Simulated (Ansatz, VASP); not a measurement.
SiNi3: VASP beside Ansatz

```
Si Ni
1.0
     3.46478    0.00000    0.00000
     0.00000    3.46478    0.00000
     0.00000    0.00000    3.46478
Si Ni
1 3
Direct
  0.00000 0.00000 0.00000
  0.00000 0.50000 0.50000
  0.50000 0.00000 0.50000
  0.50000 0.50000 0.00000
```

Alike in both runs: task single point; functional r2SCAN; k mesh 6 × 6 × 6; occupations fermi-dirac, width 0.02 eV; no spin polarisation.

|  | VASP | Ansatz |
| --- | --- | --- |
| version | VASP 6.6.1 | Ansatz 0.2.0 |
| potentials or method | VASP PAW PBE potentials, release 64 (Si, Ni) | plane waves, PAW |
| plane-wave cutoff (eV) | 520 | 500 |
| valence electrons in the cell | 34 | 58 |

```tsv
	VASP	Ansatz	Ansatz less VASP
pressure (GPa)	0.3	0.0	-0.37
```

VASP's potentials were made for PBE, not for r2SCAN. VASP's potentials hold 34 valence electrons a cell and Ansatz's 58, so a difference there can come from the potentials and not from the codes.
